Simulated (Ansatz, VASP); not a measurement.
## One calculation of TaN, two programs

```xyz
2
Lattice="0.0000 2.1743 2.1743 2.1743 0.0000 2.1743 2.1743 2.1743 0.0000" Properties=species:S:1:pos:R:3 pbc="T T T"
Ta    2.1894    2.1743    2.1894
N    -0.1960    0.0000   -0.1960
```

Change from the starting cell: mode 4 frozen in at -0.196 Å and mode 6 at -0.196 Å (largest displacements).

Alike in both runs: task single point; functional LDA; k mesh 18 × 18 × 18; occupations gaussian, width 0.15 eV; no spin polarisation.

|  | VASP | Ansatz |
| --- | --- | --- |
| version | VASP 6.6.1 | Ansatz 0.2.0 |
| potentials or method | VASP PAW LDA potentials, release 64 (Ta_pv, N), cutoff 520 eV | scalar-relativistic, plane waves, PAW |
| valence electrons in the cell | 16 | 18 |

|  | VASP | Ansatz | Ansatz less VASP |
| --- | --- | --- | --- |
| gap on the k mesh at the Fermi level (eV) | none | none | - |
| pressure (GPa) | 18.5 | 16.1 | -2.32 |
| traceless stress, the component that is largest in VASP (GPa) | -16.49 | -16.15 | +0.338 |
| rms of the force components (eV/Å) | 2.000 | 1.954 | -0.0460 |

LDA's correlation is that of Perdew and Zunger in VASP and of Perdew and Wang (1992) in Ansatz. Atom by atom the forces differ by 0.046 eV/Å (rms over components). A gap of «none» marks a metal or a gap that the smearing closes. VASP's potentials hold 16 valence electrons a cell and Ansatz's 18, so a difference there can come from the potentials and not from the codes.

Neither program's run includes spin-orbit coupling.
